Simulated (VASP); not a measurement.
Input of a VASP 6.6.1 run:

INCAR

```
SYSTEM = AlN
ALGO     = Normal         ! electronic algorithm
EDIFF    = 1E-6           ! SCF threshold, eV
ENCUT    = 520            ! plane-wave cutoff, eV
GGA      = PS             ! functional
ISIF     = 2              ! what is computed and relaxed
ISMEAR   = 0              ! smearing method
LASPH    = .TRUE.         ! aspherical terms in the spheres
LCHARG   = .FALSE.        ! write CHGCAR
LREAL    = .FALSE.        ! projectors in reciprocal space
LWAVE    = .FALSE.        ! write WAVECAR
NBANDS   = 16             ! bands
NELM     = 100            ! most SCF steps
PREC     = Accurate       ! precision mode
SIGMA    = 0.05           ! smearing width, eV
```

KPOINTS

```
k-points
0
G
  9 9 6
  0 0 0
```

File POSCAR:

```
AlN
1.0
    3.2132234249      0.0000000000      0.0000000000
   -1.6066117125      2.7827331140      0.0000000000
    0.0000000000      0.0000000000      4.1608030129
Al N
2 2
Direct
    0.3333333333      0.6666666667      0.7500000000
    0.6666666667      0.3333333333      0.2500000000
    0.3333333333      0.6666666667      0.2500000000
    0.6666666667      0.3333333333      0.7500000000
```

Potentials or basis: VASP PAW PBE potentials, release 64 (Al, N).

Launch:

```sh
$ cat potpaw_PBE.64/Al/POTCAR potpaw_PBE.64/N/POTCAR > POTCAR
$ mpirun -np 1 vasp_std > vasp.out
```

Question: What does it give for the band gap on the k mesh?

Answer: 3.64 eV, direct.

Question: Estimate the pressure.

Answer: 13.0 GPa.

Stress tensor (GPa, compression positive):
```
16.57  0.00  0.00
 0.00 16.57  0.00
 0.00  0.00  5.95
```

Caveat: the PAW data sets were made with another functional, which shifts forces and pressure a little. A k mesh can miss the band edges.
